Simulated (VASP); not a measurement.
# H3CCl in VASP: a series of runs, part 2 of 2

VASP 6.6.1. Earlier steps stand in the parts before.

## (3) Single point, PBE+D3(BJ)

INCAR reads:

```
SYSTEM = H3CCl
PREC = Accurate ; ENCUT = 520
EDIFF = 1E-7 ; ISMEAR = -1
SIGMA = 0.05 ; LREAL = Auto
LASPH = .True. ; NELM = 80
ALGO = Normal ; ISIF = 2
LWAVE = .False. ; LCHARG = .False.
GGA = PE ; IVDW = 12
NBANDS = 82
```

KPOINTS reads:

```
regular mesh
0
Gamma
  1 1 1
  0 0 0
```

POSCAR reads:

```
H3CCl
1.0
    8.7171280000      0.0000000000      0.0000000000
    0.0000000000      8.7171280000      0.0000000000
    0.0000000000      0.0000000000      8.7171280000
C Cl H
8 8 24
Direct
    0.9317977205      0.8840985242      0.8796589886
    0.5315053307      0.3525243635      0.6468300110
    0.4058217339      0.9493493729      0.6981198395
    0.6271446284      0.2009262684      0.0329236877
    0.4777376218      0.7296210403      0.2728077413
    1.0102524593      0.4561135273      0.0573698126
    0.2440023824      0.1650314186      0.2528011519
    0.0374091100      0.6760712932      0.4004874082
    0.9634824681      0.9277941083      1.0742184811
    0.4035274003      0.5065085657      0.6550322537
    0.3019113635      1.0669110285      0.8306061354
    0.6685802939      0.2061917641      0.2369358348
    0.3952333842      0.6739146196      0.0864849065
    0.9021549299      0.4683996839     -0.1195921409
    0.1688973708      0.2099085846      0.4368181814
    0.0439938475      0.8641837082      0.4652105602
    0.9563585621      0.9832137374      0.8196851073
    1.0292380702      0.7995752730      0.8478480527
    0.8186526572      0.8390951699      0.8506241964
    0.6317218240      0.4028735152      0.5844929660
    0.5659203352      0.3102627379      0.7625447280
    0.4827622125      0.2611066397      0.5775296634
    0.5259415716      0.9991822995      0.6751879748
    0.4226162562      0.8289312719      0.7485722362
    0.3448039308      0.9496935229      0.5811891256
    0.5699239474      0.3086796477      0.0072156793
    0.7360681178      0.1834090310     -0.0363881315
    0.5439406190      0.1032220704      0.0263618935
    0.4068312407      0.6669513170      0.3553463939
    0.5972265177      0.6869579063      0.2756756583
    0.4565609224      0.8517828349      0.2883059650
    0.9692871322      0.3417180521      0.0991266848
    1.1431287920      0.4656350119      0.0406900071
    0.9635627698      0.5524525968      0.1245823166
    0.1634827434      0.2205542927      0.1721782679
    0.3702136759      0.1915539155      0.2568506508
    0.2124897099      0.0325565943      0.2430731773
    0.1366849265      0.6543898403      0.3250611899
    0.0616946315      0.5961825959      0.4984898696
   -0.0678549174      0.6770693283      0.3349268245
```

Potentials or basis: VASP PAW PBE potentials, release 64 (C, Cl, H).

Started as:

```console
cat potpaw_PBE.64/C/POTCAR potpaw_PBE.64/Cl/POTCAR potpaw_PBE.64/H/POTCAR > POTCAR
mpirun -np 1 vasp_gam > vasp.out
```

OUTCAR:

```text
SYSTEM = H3CCl
   PREC = Accurate
   ENCUT = 520
   EDIFF = 1E-7
   ISMEAR = -1
   LREAL = Auto
   LASPH = .True.
   NELM = 80
   ISIF = 2
   GGA = PE
   IVDW = 12
 IVDW          = 12

 ion  position               nearest neighbor table
   1  0.932  0.884  0.880-  17 1.03  19 1.09  18 1.16   9 1.76
   2  0.532  0.353  0.647-  22 1.09  21 1.11  20 1.12  10 1.75
   3  0.406  0.949  0.698-  24 1.15  25 1.15  23 1.15  11 1.79
   4  0.627  0.201  0.033-  26 1.09  28 1.12  27 1.14  12 1.82
   5  0.478  0.730  0.273-  31 1.09  29 1.09  30 1.11  13 1.84
   6  0.010  0.456  0.057-  34 1.10  32 1.12  33 1.17  14 1.81
   7  0.244  0.165  0.253-  35 1.10  36 1.12  37 1.19  15 1.78
   8  0.037  0.676  0.400-  40 1.08  38 1.10  39 1.12  16 1.74
   9  0.963  0.928  0.074-   1 1.76
  10  0.404  0.507  0.655-   2 1.75
  11  0.302  0.067  0.831-   3 1.79
  12  0.669  0.206  0.237-   4 1.82
  13  0.395  0.674  0.086-   5 1.84
  14  0.902  0.468  0.880-   6 1.81
[... 24 lines left out ...]
  39  0.062  0.596  0.498-   8 1.12
  40  0.932  0.677  0.335-   8 1.08

  LATTYP: Found a simple cubic cell.
 ALAT       =     8.7171280000

  Lattice vectors:

 A1 = (   8.7171280000,   0.0000000000,   0.0000000000)
 A2 = (   0.0000000000,   8.7171280000,   0.0000000000)
 A3 = (   0.0000000000,   0.0000000000,   8.7171280000)

Analysis of symmetry for initial positions (statically):
=====================================================================
 Subroutine PRICEL returns:
 Original cell was already a primitive cell.

 Routine SETGRP: Setting up the symmetry group for a
 simple cubic supercell.

 Subroutine GETGRP returns: Found  1 space group operations
 (whereof  1 operations were pure point group operations)
 out of a pool of 48 trial point group operations.

The static configuration has the point symmetry C_1 .

Analysis of symmetry for dynamics (positions and initial velocities):
=====================================================================
 Subroutine PRICEL returns:
 Original cell was already a primitive cell.

 Routine SETGRP: Setting up the symmetry group for a
 simple cubic supercell.

 Subroutine GETGRP returns: Found  1 space group operations
 (whereof  1 operations were pure point group operations)
 out of a pool of 48 trial point group operations.

The dynamic configuration has the point symmetry C_1 .

 Subroutine INISYM returns: Found  1 space group operations
 (whereof  1 operations are pure point group operations),
 and found     1 'primitive' translations

----------------------------------------------------------------------------------------

                                     Primitive cell

  volume of cell :     662.3999

  direct lattice vectors                    reciprocal lattice vectors
     8.717128000  0.000000000  0.000000000     0.114716682  0.000000000  0.000000000
     0.000000000  8.717128000  0.000000000     0.000000000  0.114716682  0.000000000
     0.000000000  0.000000000  8.717128000     0.000000000  0.000000000  0.114716682

  length of vectors
     8.717128000  8.717128000  8.717128000     0.114716682  0.114716682  0.114716682

  position of ions in fractional coordinates (direct lattice)
     0.931797721  0.884098524  0.879658989
     0.531505331  0.352524364  0.646830011
     0.405821734  0.949349373  0.698119840
     0.627144628  0.200926268  0.032923688
     0.477737622  0.729621040  0.272807741
     0.010252459  0.456113527  0.057369813
[... 32 lines left out ...]
     0.061694632  0.596182596  0.498489870
     0.932145083  0.677069328  0.334926825

  ion indices of the primitive-cell ions
   primitive index   ion index
                 1           1
                 2           2
                 3           3
                 4           4
                 5           5
                 6           6
[... 32 lines left out ...]
                39          39
                40          40

----------------------------------------------------------------------------------------

 KPOINTS: regular mesh

Automatic generation of k-mesh.
[... 45 lines left out ...]
   TEBEG  =    0.0;   TEEND  =   0.0 temperature during run
   PSTRESS=    0.0 pullay stress
   NELECT =     112.0000    total number of electrons
   NUPDOWN=      -1.0000    fix difference up-down
   EMIN   =  10.00;   EMAX   =-10.00  energy-range for DOS
   EFERMI =   0.00;   METHOD = LEGACY
   ISMEAR =    -1;   SIGMA  =   0.05  broadening in eV -4-tet -1-fermi 0-gaus
   EFERMI_NEDOS =   21; number of points for ismear=-14 and -15
   IALGO  =     38    algorithm
   IMIX   =      4    mixing-type and parameters
     AMIX     =   0.40;   BMIX     =  1.00
     AMIX_MAG =   1.60;   BMIX_MAG =  1.00
  volume/ion in A,a.u.               =      16.56       111.75
  Fermi-wavevector in a.u.,A,eV,Ry     =   0.905262  1.710696 11.149954  0.819499
  Thomas-Fermi vector in A             =   2.028808
   LORBIT       =      0    0 simple, 1 ext, 2 COOP (PROOUT), +10 PAW based schemes
   GGA     = PE    functional components
   LHFCALC =     F    Hartree Fock is set to
   AEXX    =    0.0000 exact exchange contribution
   IVDW    =    12    specifies the selected vdW correction
   LEPSILON=     F    determine dielectric tensor
   LRPA    =     F    only Hartree local field effects (RPA)
 non-spin polarized calculation
  energy-cutoff  :      520.00
  volume of cell :      662.40
 maximum number of plane-waves:      8923
 NGX is ok and might be reduce to    70
   NGX = 33   NGY = 33   NGZ = 33

 number of electron     112.0000003 magnetization

 Free energy of the ion-electron system (eV)
  ---------------------------------------------------
  ext. energy  EPLUGINS =         0.00000000
  ---------------------------------------------------
  free energy    TOTEN  =      -178.40943564 eV

  energy without entropy =     -178.40943564  energy(sigma->0) =     -178.40943564

 E-fermi :  -1.7485     XC(G=0):  -6.2619

 val. band max:       -2.9951783200   @ k =   0.0000   0.0000   0.0000
 cond. band min:       2.2688904422   @ k =   0.0000   0.0000   0.0000
 fundamental gap:      5.2640687622
 Fermi energy:        -1.7485270999

 k-point     1 :       0.0000    0.0000    0.0000
  band No.  band energies     occupation
      1     -18.0241      2.00000
      2     -17.9758      2.00000
      3     -17.7560      2.00000
      4     -17.6522      2.00000
      5     -17.6281      2.00000
      6     -17.5765      2.00000
[... 60 lines left out ...]
     67       4.2100      0.00000
     68       4.2886      0.00000
 [bands above 68 left out]

------------------------ aborting loop because EDIFF is reached ----------------------------------------

 Edisp (eV)   -1.93655

 E8    (eV) :    -0.5097

  FORCE on cell =-STRESS in cart. coord.  units (eV):
  Direction    XX          YY          ZZ          XY          YZ          ZX
  --------------------------------------------------------------------------------------
  -------------------------------------------------------------------------------------
  Total     -10.56089    -2.58918    -1.73304     0.84206     1.78374    -0.38947
  in kB     -25.54411    -6.26257    -4.19179     2.03674     4.31443    -0.94202
  external pressure =      -12.00 kB  Pullay stress =        0.00 kB

 VOLUME and BASIS-vectors are now :
 -----------------------------------------------------------------------------
  energy-cutoff  :      520.00
  volume of cell :      662.40
      direct lattice vectors                 reciprocal lattice vectors
     8.717128000  0.000000000  0.000000000     0.114716682  0.000000000  0.000000000
     0.000000000  8.717128000  0.000000000     0.000000000  0.114716682  0.000000000
     0.000000000  0.000000000  8.717128000     0.000000000  0.000000000  0.114716682

 POSITION                                       TOTAL-FORCE (eV/Angst)
 -----------------------------------------------------------------------------------
      8.12260      7.70680      7.66810         1.739296     -2.695366     -0.050229
      4.63320      3.07300      5.63850         1.537764      0.121435     -0.287842
      3.53760      8.27560      6.08560         1.103318     -0.549686     -1.087539
      5.46690      1.75150      0.28700         0.119521     -1.058698      0.256027
      4.16450      6.36020      2.37810        -0.649862     -0.918287     -0.498933
      0.08937      3.97600      0.50010         0.472707     -0.383641     -0.300434
[... 32 lines left out ...]
      0.53780      5.19700      4.34540        -1.066666      0.274061     -0.549649
      8.12563      5.90210      2.91960        -0.405511     -1.047056      0.060365
 -----------------------------------------------------------------------------------
    total drift:                               -0.009548     -0.002843      0.009168

  FREE ENERGIE OF THE ION-ELECTRON SYSTEM (eV)
  ---------------------------------------------------
  free  energy   TOTEN  =      -180.3459827042 eV

  energy  without entropy=     -180.3459827041  energy(sigma->0) =     -180.34598270
```

It took 1.9 min on 1 thread of Intel Xeon Platinum 8559C (Emerald Rapids), shared host; peak memory 0.66 GiB.

What came out:

```
Free energy                : -180.3460 eV
Pressure                   : -1.2 GPa
Largest force              : 3.208 eV/Å
Band gap on the k mesh     : 5.26 eV
Dispersion energy per atom : -0.048 eV
```

Forces in eV/Å, atoms in the order of the input:
```
C    1.739 -2.695 -0.050
C    1.538  0.121 -0.288
C    1.103 -0.550 -1.088
C    0.120 -1.059  0.256
C   -0.650 -0.918 -0.499
C    0.473 -0.384 -0.300
C   -0.831 -2.490  0.189
C    1.372 -0.935  0.208
Cl  -0.441 -0.040  0.709
Cl  -0.801  0.554  0.396
Cl   0.130 -0.214 -0.304
Cl   0.322  0.189 -0.166
Cl   0.398  0.246  0.445
Cl   0.424  0.128 -0.323
Cl  -0.118  0.548  0.672
Cl   0.346  1.286  0.627
H    0.268  2.012 -1.334
H   -1.533  0.815  0.226
H   -0.087 -0.140  0.375
H   -0.224 -0.668  0.460
H   -0.295  0.343 -0.605
H   -0.225 -0.225 -0.043
H   -1.301 -0.371  0.504
H   -0.411  1.279 -0.623
H    0.423 -0.188  1.515
H    0.011  0.171 -0.175
H   -1.034  0.125  0.779
H    0.649  0.619 -0.499
H    0.219 -0.049  0.171
H   -0.365  0.527 -0.013
H    0.467  0.175 -0.127
H    0.674  0.818  0.293
H   -2.068 -0.169  0.051
H    0.425 -0.418  0.095
H    0.999  0.123 -0.107
H   -1.057 -0.134 -0.582
H    1.102  2.072 -0.128
H   -0.289  0.266 -0.230
H   -1.067  0.274 -0.550
H   -0.406 -1.047  0.060
```

Caveat: the k points lie up to 0.72 Å⁻¹ apart.

## (4) Relaxation of the atoms, PBE+D3(BJ)

INCAR reads:

```
SYSTEM = H3CCl
  PREC = Accurate
  ENCUT = 520
  EDIFF = 1E-6
  ISMEAR = -1
  SIGMA = 0.05
  LREAL = Auto
  LASPH = .True.
  NELM = 80
  ALGO = Normal
  ISIF = 2
  LWAVE = .False.
  LCHARG = .False.
  GGA = PE
  IVDW = 12
  IBRION = 2
  NSW = 35
  EDIFFG = -0.3
```

KPOINTS reads:

```
Automatic mesh
0
Gamma
  1 1 1
  0 0 0
```

POSCAR reads:

```
H3CCl
1.0
    8.7171280000      0.0000000000      0.0000000000
    0.0000000000      8.7171280000      0.0000000000
    0.0000000000      0.0000000000      8.7171280000
C Cl H
8 8 24
Direct
    0.8182886000      0.8868607000      0.8896206000
    0.4890871000      0.4121358000      0.6242664000
    0.4312709000      0.9363135000      0.6985691000
    0.6508391000      0.2048242000      0.0108350000
    0.5261724000      0.7457074000      0.2530289000
    0.9697921000      0.4371720000      0.0935859000
    0.2777975000      0.1860229000      0.3308221000
    0.1187068000      0.6835437000      0.4501890000
    0.9140432000      0.9248121000      1.0655812000
    0.3187370000      0.4699608000      0.7202272000
    0.2867038000      0.9663116000      0.8391815000
    0.6539836000      0.2007975000      0.2146615000
    0.3713601000      0.7071772000      0.1260647000
    0.8829892000      0.5162225000     -0.0731103000
    0.1926592000      0.2182032000      0.5132700000
    0.1012950000      0.8620507000      0.5471603000
    0.7938692000      0.9952023000      0.8326338000
    0.8921401000      0.8164605000      0.8177078000
    0.7118204000      0.8263137000      0.9137094000
    0.4650983000      0.4012030000      0.5022552000
    0.5773272000      0.4984408000      0.6428898000
    0.5263048000      0.3023203000      0.6704949000
    0.5281733000      1.0109196000      0.7235802000
    0.4672471000      0.8168433000      0.7023444000
    0.3845036000      0.9633094000      0.5860269000
    0.6496617000      0.3236792000     -0.0272939000
    0.7527382000      0.1471061000     -0.0323725000
    0.5482444000      0.1460860000     -0.0292379000
    0.4867589000      0.7310183000      0.3705555000
    0.6191418000      0.6659908000      0.2288699000
    0.5648306000      0.8630636000      0.2352875000
    0.9406820000      0.3160015000      0.1007982000
    1.0935714000      0.4509438000      0.0851769000
    0.9268271000      0.4974844000      0.1940753000
    0.3523541000      0.2823065000      0.3033907000
    0.3442397000      0.0804394000      0.3352096000
    0.1875113000      0.1761546000      0.2451908000
    0.0999675000      0.7017824000      0.3281321000
    0.2333190000      0.6380059000      0.4694775000
    0.0332053000      0.6045151000      0.4951964000
```

Started as:

```console
cat potpaw_PBE.64/C/POTCAR potpaw_PBE.64/Cl/POTCAR potpaw_PBE.64/H/POTCAR > POTCAR
mpirun -np 1 vasp_gam > vasp.out
```

Wall time 15 min (1 thread of Intel Xeon Platinum 8559C (Emerald Rapids), shared host); peak memory 0.76 GiB.

It converged, with:

```yaml
Free_energy: -181.4431 eV
Energy_gained_by_relaxing: 14.1 meV/atom
Ionic_steps: 16
Pressure_after_relaxing: -0.1 GPa
Largest_force_after_relaxing: 0.277 eV/Å
Band_gap_on_the_k_mesh: 5.24 eV
Dispersion_energy_per_atom: -0.048 eV
```

Forces in eV/Å, atoms in the order of the input:
```
C   -0.097 -0.084  0.130
C   -0.243  0.045  0.064
C   -0.100  0.052  0.024
C   -0.166  0.006 -0.014
C   -0.058 -0.061 -0.019
C    0.054 -0.032 -0.034
C   -0.033  0.064  0.081
C   -0.039 -0.001  0.127
Cl  -0.039 -0.027 -0.091
Cl   0.183  0.030 -0.027
Cl   0.100  0.062 -0.100
Cl   0.064  0.022 -0.095
Cl   0.113 -0.021  0.081
Cl   0.091 -0.096  0.070
Cl  -0.011  0.045 -0.174
Cl   0.011 -0.209 -0.139
H    0.062  0.035 -0.031
H    0.137  0.032 -0.042
H    0.022  0.053  0.018
H    0.086 -0.026 -0.090
H    0.031  0.038  0.018
H    0.015 -0.092  0.031
H    0.008  0.076  0.033
H   -0.039 -0.138  0.064
H   -0.037  0.031 -0.067
H    0.056  0.057  0.070
H    0.009  0.103  0.085
H   -0.043 -0.081  0.084
H   -0.035 -0.013  0.087
H    0.066 -0.039 -0.017
H    0.017  0.093 -0.051
H   -0.027 -0.054 -0.011
H    0.080  0.042 -0.043
H   -0.063  0.032 -0.015
H    0.032  0.017 -0.058
H   -0.050 -0.008  0.095
H   -0.151 -0.025 -0.031
H    0.012  0.115 -0.251
H    0.009 -0.024  0.074
H   -0.028 -0.017  0.166
```

Stress tensor (GPa, compression positive):
```
-0.16  0.06  0.04
 0.06  0.12 -0.02
 0.04 -0.02 -0.22
```

The path:
| step | energy change (eV) | largest force (eV/Å) | pressure (GPa) |
| --- | --- | --- | --- |
| 1 | 0.0000 | 0.7207 | 0.87 |
| 2 | -0.0668 | 0.5605 | 0.20 |
| 3 | -0.0677 | 0.5392 | 0.11 |
| 4 | -0.1125 | 0.4404 | -0.02 |
| 5 | -0.1362 | 0.6824 | -0.21 |
| 6 | -0.1765 | 0.3437 | -0.10 |
| 7 | -0.2057 | 0.5094 | 0.09 |
| 8 | -0.2464 | 0.3808 | 0.20 |
| 9 | -0.3066 | 0.4226 | 0.54 |
| 10 | -0.3555 | 0.3524 | 0.37 |
| 11 | -0.4320 | 0.8026 | -0.17 |
| 12 | -0.4668 | 0.4460 | -0.24 |
| 13 | -0.4895 | 0.5038 | -0.36 |
| 14 | -0.5086 | 0.3467 | -0.29 |
| 15 | -0.5322 | 0.4962 | -0.11 |
| 16 | -0.5623 | 0.2766 | -0.09 |

Final structure:
```cif
data_structure
_symmetry_space_group_name_H-M 'P 1'
_symmetry_Int_Tables_number 1
_cell_length_a 8.7171
_cell_length_b 8.7171
_cell_length_c 8.7171
_cell_angle_alpha 90.000
_cell_angle_beta 90.000
_cell_angle_gamma 90.000
_cell_volume 662.40
loop_
_atom_site_label
_atom_site_type_symbol
_atom_site_fract_x
_atom_site_fract_y
_atom_site_fract_z
_atom_site_occupancy
C1 C 0.82603 0.87984 0.88351 1
C2 C 0.49765 0.42089 0.63507 1
C3 C 0.43683 0.94073 0.70485 1
C4 C 0.64070 0.21477 0.01750 1
C5 C 0.53065 0.74367 0.25536 1
C6 C 0.97692 0.43514 0.09400 1
C7 C 0.26542 0.18248 0.31866 1
C8 C 0.10829 0.67132 0.44001 1
Cl1 Cl 0.92425 0.91290 0.06103 1
Cl2 Cl 0.35544 0.50570 0.75642 1
Cl3 Cl 0.30921 0.99388 0.85601 1
Cl4 Cl 0.64796 0.21229 0.22299 1
Cl5 Cl 0.37941 0.69490 0.12578 1
Cl6 Cl 0.89325 0.50845 0.92158 1
Cl7 Cl 0.16051 0.22807 0.48967 1
Cl8 Cl 0.06749 0.85481 0.52370 1
H1 H 0.80516 0.99002 0.82760 1
H2 H 0.89701 0.80673 0.81116 1
H3 H 0.71732 0.82220 0.90921 1
H4 H 0.44890 0.41496 0.51983 1
H5 H 0.60146 0.49110 0.63756 1
H6 H 0.52133 0.30539 0.67721 1
H7 H 0.54360 0.00581 0.71479 1
H8 H 0.46027 0.81800 0.71385 1
H9 H 0.37945 0.96595 0.59645 1
H10 H 0.62839 0.33327 0.97891 1
H11 H 0.74690 0.16385 0.97438 1
H12 H 0.54133 0.14788 0.98003 1
H13 H 0.48880 0.73044 0.37275 1
H14 H 0.62689 0.66623 0.23468 1
H15 H 0.56521 0.86230 0.23510 1
H16 H 0.94977 0.31325 0.10363 1
H17 H 0.10089 0.45187 0.08783 1
H18 H 0.92957 0.49744 0.19181 1
H19 H 0.34263 0.27805 0.29477 1
H20 H 0.33197 0.07768 0.33665 1
H21 H 0.18591 0.16561 0.22354 1
H22 H 0.09549 0.68071 0.31652 1
H23 H 0.22600 0.63998 0.46907 1
H24 H 0.02901 0.58512 0.48459 1
```

Levels at points of the mesh, in eV from the valence-band top:
```csv
k point,band 54,band 55,band 56,band 57,band 58,band 59
"(0.00, 0.00, 0.00)",-0.14,-0.02,0.00,5.24,5.64,5.68
```

Caveat: the k points lie up to 0.72 Å⁻¹ apart; the relaxation stopped at a loose force limit of 0.3 eV/Å, so its end isn't a converged minimum.

## (5) The runs side by side

| task | cell | gap on the mesh (eV) | pressure (GPa) | largest force (eV/Å) |
| --- | --- | --- | --- | --- |
| single point | as given, atomic positions A | 5.16 | 0.1 | 2.81 |
| single point | as given, atomic positions B | 5.26 | -1.2 | 3.21 |
| relaxation of the atoms | atoms relaxed, atomic positions C | 5.24 | -0.1 | 0.28 |

Alike in all rows: level PBE+D3(BJ); potentials or basis VASP PAW PBE potentials, release 64 (C, Cl, H); no spin polarisation; k mesh 1 × 1 × 1; cutoff (eV) 520; smearing fermi-dirac 0.05 eV.

Caveats: all runs use coarse meshes; the relaxation stopped at a loose force limit of 0.3 eV/Å, so its end isn't a converged minimum (at least some runs).

Absolute energies hang on the potentials; compare differences alone.
